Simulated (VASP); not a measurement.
# VN2 (I4/mcm) in VASP: a series of runs

Runs on VN2. Level: PBE. Tasks: single point.

Everything below comes from runs of VASP 6.6.1. Logs are shortened: lines on timing, memory, paths and dates and some standing lists are left out, and cuts for length are marked.

**1. The cell of the first run**

Symmetry: I4/mcm, No. 140, tetragonal system. The conventional cell has a = 4.546 Å, b = 4.546 Å, c = 4.458 Å, α = 90.00°, β = 90.00°, γ = 90.00°. Within 2.8 Å of V (site symmetry 422) lie 8 N at 2.14 Å and 2 V at 2.23 Å. N (site symmetry m2m) has 1 N at 1.46 Å within 1.9 Å.

**2. Single point, PBE**

INCAR

```
SYSTEM = VN2
  PREC = Accurate
  ENCUT = 520
  EDIFF = 1E-7
  ISMEAR = 0
  SIGMA = 0.15
  LREAL = .FALSE.
  LASPH = .TRUE.
  NELM = 60
  ALGO = Normal
  ISIF = 2
  LWAVE = .FALSE.
  LCHARG = .FALSE.
  GGA = PE
  NBANDS = 32
```

KPOINTS

```
regular mesh
0
G
  18 18 18
  0 0 0
```

POSCAR

```
VN2
1.0
   -2.2732198812      2.2732198812      2.2291520296
    2.2732198812     -2.2732198812      2.2291520296
    2.2732198812      2.2732198812     -2.2291520296
V N
2 4
Direct
    0.2500000000      0.2500000000      0.0000000000
    0.7500000000      0.7500000000      0.0000000000
    0.1135731475      0.6135731475      0.7271462950
    0.6135731475      0.8864268525      0.5000000000
    0.8864268525      0.3864268525      0.2728537050
    0.3864268525      0.1135731475      0.5000000000
```

Potentials or basis: VASP PAW PBE potentials, release 64 (V_sv, N).

Command:

```console
cat potpaw_PBE.64/V_sv/POTCAR potpaw_PBE.64/N/POTCAR > POTCAR
mpirun -np 1 vasp_std > vasp.out
```

OUTCAR:

```text
SYSTEM = VN2
   PREC = Accurate
   ENCUT = 520
   EDIFF = 1E-7
   ISMEAR = 0
   LREAL = .FALSE.
   LASPH = .TRUE.
   NELM = 60
   ISIF = 2
   GGA = PE

 ion  position               nearest neighbor table
   1  0.250  0.250  0.000-   5 2.14   4 2.14   3 2.14   5 2.14   6 2.14   6 2.14   3 2.14   4 2.14
                             2 2.23   2 2.23
   2  0.750  0.750  0.000-   6 2.14   5 2.14   3 2.14   4 2.14   5 2.14   4 2.14   6 2.14   3 2.14
                             1 2.23   1 2.23
   3  0.114  0.614  0.727-   5 1.46   1 2.14   1 2.14   2 2.14   2 2.14
   4  0.614  0.886  0.500-   6 1.46   2 2.14   1 2.14   2 2.14   1 2.14
   5  0.886  0.386  0.273-   3 1.46   2 2.14   1 2.14   2 2.14   1 2.14
   6  0.386  0.114  0.500-   4 1.46   1 2.14   2 2.14   1 2.14   2 2.14

  LATTYP: Found a body centered tetragonal cell.
 ALAT       =     4.5464397624
 C/A-ratio  =     0.9806143471

  Lattice vectors:

 A1 = (  -2.2732198812,   2.2732198812,   2.2291520296)
 A2 = (   2.2732198812,  -2.2732198812,   2.2291520296)
 A3 = (   2.2732198812,   2.2732198812,  -2.2291520296)

Analysis of symmetry for initial positions (statically):
=====================================================================
 Subroutine PRICEL returns:
 Original cell was already a primitive cell.

 Routine SETGRP: Setting up the symmetry group for a
 body centered tetragonal supercell.

 Subroutine GETGRP returns: Found 16 space group operations
 (whereof  8 operations were pure point group operations)
 out of a pool of 16 trial point group operations.

The static configuration has the point symmetry C_4h.
 The point group associated with its full space group is D_4h.

Analysis of symmetry for dynamics (positions and initial velocities):
=====================================================================
 Subroutine PRICEL returns:
 Original cell was already a primitive cell.

 Routine SETGRP: Setting up the symmetry group for a
 body centered tetragonal supercell.

 Subroutine GETGRP returns: Found 16 space group operations
 (whereof  8 operations were pure point group operations)
 out of a pool of 16 trial point group operations.

The dynamic configuration has the point symmetry C_4h.
 The point group associated with its full space group is D_4h.

 Subroutine INISYM returns: Found 16 space group operations
 (whereof  8 operations are pure point group operations),
 and found     1 'primitive' translations

----------------------------------------------------------------------------------------

                                     Primitive cell

  volume of cell :      46.0768

  direct lattice vectors                    reciprocal lattice vectors
    -2.273219881  2.273219881  2.229152030     0.000000000  0.219952326  0.224300538
     2.273219881 -2.273219881  2.229152030     0.219952326  0.000000000  0.224300538
     2.273219881  2.273219881 -2.229152030     0.219952326  0.219952326  0.000000000

  length of vectors
     3.912055218  3.912055218  3.912055218     0.314149259  0.314149259  0.311059562

  position of ions in fractional coordinates (direct lattice)
     0.250000000  0.250000000  0.000000000
     0.750000000  0.750000000  0.000000000
     0.113573147  0.613573147  0.727146295
     0.613573147  0.886426853  0.500000000
     0.886426853  0.386426853  0.272853705
     0.386426853  0.113573147  0.500000000

  ion indices of the primitive-cell ions
   primitive index   ion index
                 1           1
                 2           2
                 3           3
                 4           4
                 5           5
                 6           6

----------------------------------------------------------------------------------------

 KPOINTS: regular mesh

Automatic generation of k-mesh.
 Grid dimensions read from file:
 generate k-points for:   18   18   18

 Generating k-lattice:

  Cartesian coordinates                     Fractional coordinates (reciprocal lattice)
     0.000000000  0.012219574  0.012461141     0.055555556  0.000000000  0.000000000
     0.012219574  0.000000000  0.012461141     0.000000000  0.055555556  0.000000000
     0.012219574  0.012219574  0.000000000     0.000000000  0.000000000  0.055555556

  Length of vectors
     0.017452737  0.017452737  0.017281087

  Shift w.r.t. Gamma in fractional coordinates (k-lattice)
     0.000000000  0.000000000  0.000000000

 Subroutine IBZKPT returns following result:
 ===========================================

 Found    480 irreducible k-points:

 Following reciprocal coordinates:
            Coordinates               Weight
  0.000000  0.000000  0.000000      1.000000
  0.055556 -0.000000  0.000000      8.000000
  0.111111 -0.000000  0.000000      8.000000
  0.166667  0.000000  0.000000      8.000000
  0.222222  0.000000  0.000000      8.000000
  0.277778 -0.000000  0.000000      8.000000
[... 16 lines left out ...]
 -0.277778  0.055556 -0.000000     16.000000
 -0.222222  0.055556  0.000000     16.000000
 [... further k-points ...]
   k-points           NKPTS =    480   k-points in BZ     NKDIM =    480   number of bands    NBANDS=     32
   number of dos      NEDOS =    301   number of ions     NIONS =      6
   total plane-waves  NPLWV =  27000
   dimension x,y,z NGX =    30 NGY =   30 NGZ =   30
   dimension x,y,z NGXF=    60 NGYF=   60 NGZF=   60
   ions per type =               2   4
   NGX,Y,Z   is equivalent  to a cutoff of  12.75, 12.75, 12.75 a.u.
   NGXF,Y,Z  is equivalent  to a cutoff of  25.50, 25.50, 25.50 a.u.
 SYSTEM =  VN2
   PREC   = accura    normal or accurate (medium, high low for compatibility)
   ISTART =      0    job   : 0-new  1-cont  2-samecut
   ICHARG =      2    charge: 1-file 2-atom 10-const
   ISPIN  =      1    spin polarized calculation?
   LNONCOLLINEAR =      F non collinear calculations
   LSORBIT =      F    spin-orbit coupling
   LASPH  =      T    aspherical Exc in radial PAW
   ENCUT  =  520.0 eV  38.22 Ry    6.18 a.u.   7.27  7.27  7.27*2*pi/ulx,y,z
   NELM   =     60;   NELMIN=  2; NELMDL= -5     # of ELM steps
   EDIFF  = 0.1E-06   stopping-criterion for ELM
   LREAL  =      F    real-space projection
   EDIFFG = 0.1E-05   stopping-criterion for IOM
   NSW    =      0    number of steps for IOM
   IBRION =     -1    ionic relax: 0-MD 1-quasi-New 2-CG
   NFREE  =      0    steps in history (QN), initial steepest desc. (CG)
   ISIF   =      2    stress and relaxation
   ISYM   =      2    0-nonsym 1-usesym 2-fastsym
   POTIM  = 0.5000    time-step for ionic-motion
   TEBEG  =    0.0;   TEEND  =   0.0 temperature during run
   PSTRESS=    0.0 pullay stress
   NELECT =      46.0000    total number of electrons
   NUPDOWN=      -1.0000    fix difference up-down
   EMIN   =  10.00;   EMAX   =-10.00  energy-range for DOS
   EFERMI =   0.00;   METHOD = LEGACY
   ISMEAR =     0;   SIGMA  =   0.15  broadening in eV -4-tet -1-fermi 0-gaus
   EFERMI_NEDOS =   21; number of points for ismear=-14 and -15
   IALGO  =     38    algorithm
   IMIX   =      4    mixing-type and parameters
     AMIX     =   0.40;   BMIX     =  1.00
     AMIX_MAG =   1.60;   BMIX_MAG =  1.00
  volume/ion in A,a.u.               =       7.68        51.82
  Fermi-wavevector in a.u.,A,eV,Ry     =   1.636188  3.091947 36.424317  2.677112
  Thomas-Fermi vector in A             =   2.727536
   LORBIT       =      0    0 simple, 1 ext, 2 COOP (PROOUT), +10 PAW based schemes
   GGA     = PE    functional components
   LHFCALC =     F    Hartree Fock is set to
   AEXX    =    0.0000 exact exchange contribution
   IVDW    =     0    specifies the selected vdW correction
   LEPSILON=     F    determine dielectric tensor
   LRPA    =     F    only Hartree local field effects (RPA)
 non-spin polarized calculation
 Gauss-broadening in eV      SIGMA  =   0.15
  energy-cutoff  :      520.00
  volume of cell :       46.08
 maximum number of plane-waves:      1256
 NGX is ok and might be reduce to    30

 number of electron      45.9999991 magnetization

 Free energy of the ion-electron system (eV)
  ---------------------------------------------------
  ext. energy  EPLUGINS =         0.00000000
  ---------------------------------------------------
  free energy    TOTEN  =       -51.68195657 eV

  energy without entropy =      -51.66951725  energy(sigma->0) =      -51.67573691

 E-fermi :  10.9217     XC(G=0): -13.6773

 val. band max:       10.9156979346   @ k =   0.3889   0.1111   0.1111
 cond. band min:      10.9230090815   @ k =  -0.4444   0.3333   0.0000
 fundamental gap:      0.0073111469
 Fermi energy:        10.9217221002

 k-point     1 :       0.0000    0.0000    0.0000
  band No.  band energies     occupation
      1     -54.4737      2.00000
      2     -54.0575      2.00000
      3     -29.1447      2.00000
      4     -28.2693      2.00000
      5     -28.2693      2.00000
      6     -28.0449      2.00000
[... 24 lines left out ...]
     31      13.6123      0.00000
     32      15.8801      0.00000

 k-point     2 :       0.0556   -0.0000    0.0000
  band No.  band energies     occupation
      1     -54.4707      2.00000
      2     -54.0607      2.00000
      3     -29.1302      2.00000
      4     -28.2680      2.00000
      5     -28.2679      2.00000
      6     -28.0470      2.00000
[... 24 lines left out ...]
     31      13.6194      0.00000
     32      15.8341      0.00000

 k-point     3 :       0.1111   -0.0000    0.0000
  band No.  band energies     occupation
      1     -54.4615      2.00000
      2     -54.0704      2.00000
      3     -29.0873      2.00000
      4     -28.2644      2.00000
      5     -28.2637      2.00000
      6     -28.0531      2.00000
[... 24 lines left out ...]
     31      13.7020      0.00000
     32      15.7009      0.00000

 k-point     4 :       0.1667    0.0000    0.0000
  band No.  band energies     occupation
      1     -54.4466      2.00000
      2     -54.0861      2.00000
      3     -29.0168      2.00000
      4     -28.2582      2.00000
      5     -28.2568      2.00000
      6     -28.0631      2.00000
[... 654 lines left out ...]
     31      14.1761      0.00000
     32      14.7558      0.00000

 k-point    23 :      -0.2778    0.0556   -0.0000
  band No.  band energies     occupation
      1     -54.4253      2.00000
      2     -54.1083      2.00000
      3     -28.9231      2.00000
      4     -28.2646      2.00000
      5     -28.2465      2.00000
      6     -28.0777      2.00000
[... 24 lines left out ...]
     31      14.1628      0.00000
     32      15.0108      0.00000

 k-point    24 :      -0.2222    0.0556    0.0000
  band No.  band energies     occupation
      1     -54.4457      2.00000
      2     -54.0868      2.00000
      3     -29.0190      2.00000
      4     -28.2714      2.00000
      5     -28.2560      2.00000
      6     -28.0642      2.00000
[... 24 lines left out ...]
     31      14.0838      0.00000
     32      15.2792      0.00000

 [... further k-points ...]
[... 5 lines left out ...]
  --------------------------------------------------------------------------------------
  -------------------------------------------------------------------------------------
  Total      -10.7876562    -10.7876562     22.2640138      0.0000000      0.0000000      0.0000000
  in kB     -375.1069478   -375.1069478    774.1613277      0.0000000      0.0000000      0.0000000
  external PRESSURE =       7.9824773 kB  Pullay stress =       0.0000000 kB

 VOLUME and BASIS-vectors are now :
 -----------------------------------------------------------------------------
  energy-cutoff  :      520.00
  volume of cell :       46.08
      direct lattice vectors                 reciprocal lattice vectors
    -2.273219881  2.273219881  2.229152030     0.000000000  0.219952326  0.224300538
     2.273219881 -2.273219881  2.229152030     0.219952326  0.000000000  0.224300538
     2.273219881  2.273219881 -2.229152030     0.219952326  0.219952326  0.000000000

 POSITION                                       TOTAL-FORCE (eV/Angst)
 -----------------------------------------------------------------------------------
      0.00000      0.00000      1.11458        -0.000000      0.000000     -0.000000
      0.00000      0.00000      3.34373        -0.000000      0.000000     -0.000000
      2.78957      0.51635      0.00000        -0.310493     -0.310493      0.000000
      1.75687      0.51635      2.22915         0.310493     -0.310493     -0.000000
     -0.51635      1.75687      2.22915         0.310493      0.310493     -0.000000
      0.51635      1.75687      0.00000        -0.310493      0.310493     -0.000000
 -----------------------------------------------------------------------------------
    total drift:                                0.000000     -0.000000      0.000000

  FREE ENERGIE OF THE ION-ELECTRON SYSTEM (eV)
  ---------------------------------------------------
  free  energy   TOTEN  =       -51.6819565664 eV

  energy  without entropy=      -51.6695172499  energy(sigma->0) =      -51.67573691
```

Run time: 7.2 min. Hardware: 1 thread of Intel Xeon Platinum 8488C (Sapphire Rapids), shared host; peak memory 0.6 GiB.

Results:

```yaml
Free_energy: -51.6820 eV
Pressure: 0.8 GPa
Largest_force: 0.439 eV/Å
Band_gap_on_the_k_mesh: zero (band 23 reaches 11.16 eV, above the bottom of band 24 at 10.75 eV)
```

Forces on the atoms (eV/Å):
```
V    0.000  0.000  0.000
V    0.000  0.000  0.000
N   -0.310 -0.310  0.000
N    0.310 -0.310  0.000
N    0.310  0.310  0.000
N   -0.310  0.310  0.000
```

Stress tensor (GPa, compression positive):
```
-37.51   0.00   0.00
  0.00 -37.51   0.00
  0.00   0.00  77.42
```

Caveat: the run has no spin polarisation, though such a crystal can be magnetic.

**3. Single point, PBE**

This run uses another cell than the first one, of the same volume but with other edges.

INCAR

```
SYSTEM = VN2
PREC = Accurate ; ENCUT = 520
EDIFF = 1E-7 ; ISMEAR = 0
SIGMA = 0.15 ; LREAL = .FALSE.
LASPH = .TRUE. ; NELM = 100
ALGO = Normal ; ISIF = 2
LWAVE = .FALSE. ; LCHARG = .TRUE.
GGA = PE ; LELF = .TRUE.
LVHAR = .TRUE. ; NBANDS = 32
```

KPOINTS

```
Automatic mesh
0
G
  18 18 18
  0 0 0
```

Changes to POSCAR since step 2:

```diff
@@ -2,5 +2,5 @@
 1.0
-   -2.2732198812      2.2732198812      2.2291520296
-    2.2732198812     -2.2732198812      2.2291520296
-    2.2732198812      2.2732198812     -2.2291520296
+   -2.0263789820      2.0263789820      2.8053124269
+    2.0263789820     -2.0263789820      2.8053124269
+    2.0263789820      2.0263789820     -2.8053124269
 V N
```

Potentials or basis: VASP PAW PBE potentials, release 64 (V_sv, N).

Command:

```console
cat potpaw_PBE.64/V_sv/POTCAR potpaw_PBE.64/N/POTCAR > POTCAR
mpirun -np 1 vasp_std > vasp.out
```

Wall time 8.7 min (1 thread of Intel Xeon Platinum 8488C (Sapphire Rapids), shared host); peak memory 0.6 GiB.

It converged, with:

- Free energy: -51.8681 eV
- Pressure: 13.0 GPa
- Largest force: 1.247 eV/Å
- Band gap on the k mesh: zero (band 23 reaches 11.98 eV, above the bottom of band 24 at 11.07 eV)

Forces in eV/Å, atoms in the order of the input:
```
V    0.000  0.000  0.000
V    0.000  0.000  0.000
N    0.882  0.882  0.000
N   -0.882  0.882  0.000
N   -0.882 -0.882  0.000
N    0.882 -0.882  0.000
```

Stress tensor (GPa, compression positive):
```
 42.77   0.00   0.00
  0.00  42.77   0.00
  0.00   0.00 -46.46
```

Levels at points of the mesh, in eV from the Fermi level:
```
           k point  band 20  band 21  band 22  band 23  band 24  band 25  band 26  band 27
(0.00, 0.00, 0.00)    -2.81    -2.24    -2.24    -0.98     0.56     0.77     0.77     1.40
(0.50, 0.00, 0.00)    -3.05    -2.64    -2.64     0.45     0.45     0.74     0.74     0.87
(0.50, 0.50, 0.00)    -3.75    -2.33    -2.10    -0.36     0.52     0.92     1.41     1.49
(0.50, 0.50, 0.50)    -3.00    -3.00    -1.34    -0.70     0.55     0.83     1.00     1.66
```

Caveat: the run has no spin polarisation, though such a crystal can be magnetic; forces of over 1 eV/Å act on the atoms, so gaps and moduli don't describe the material at rest.

[end of part 1 of 2]
